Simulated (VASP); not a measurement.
# GaN: single point with PBE

GaN:

```
Ga N
1.0
     5.23038    0.00000    0.00000
    -2.61519    4.52964    0.00000
     0.00000    0.00000    3.39010
Ga N
1 1
Direct
  0.00000 0.00000 0.50000
  0.00000 0.00000 0.00000
```

```json
{
  "Program": "VASP 6.6.1",
  "Task": "single point",
  "Functional": "PBE",
  "Potentials or basis": "VASP PAW PBE potentials, release 64 (Ga_d, N)",
  "Cutoff": "520 eV",
  "k mesh": "24 × 24 × 14",
  "Occupations": "gaussian, width 0.1 eV",
  "Spin": "no spin polarisation",
  "Dipole correction": "no",
  "Further INCAR settings": "ALGO = Normal; EDIFF = 1e-06; NBANDS = 16"
}
```

| Quantity | Value |
| --- | --- |
| Pressure | -0.3 GPa |
| Band gap on the k mesh | 1.17 eV, indirect (least direct gap 2.85 eV) |

Stress tensor (GPa, compression positive):
```
 0.01  0.00  0.00
 0.00  0.01  0.00
 0.00  0.00 -0.77
```

Levels at points of the mesh, in eV from the valence-band top:
```tsv
k point	band 7	band 8	band 9	band 10	band 11	band 12
(0.00, 0.00, 0.00)	-3.79	-1.69	-1.69	1.17	6.08	7.54
(0.50, 0.00, 0.00)	-3.79	-2.03	-1.76	1.97	4.82	6.23
(0.00, 0.00, 0.50)	-6.49	0.00	0.00	4.40	4.40	5.37
(0.50, 0.00, 0.50)	-6.44	-0.16	-0.03	3.20	4.13	6.65
```

Run time: 9.4 min on 1 thread of Intel(R) Xeon(R) Platinum 8375C CPU @ 2.90GHz (Ice Lake) (shared host), peak memory 0.68 GiB.

A k mesh can miss the band edges. A hybrid or GW would open this gap; PBE tends to underestimate it.
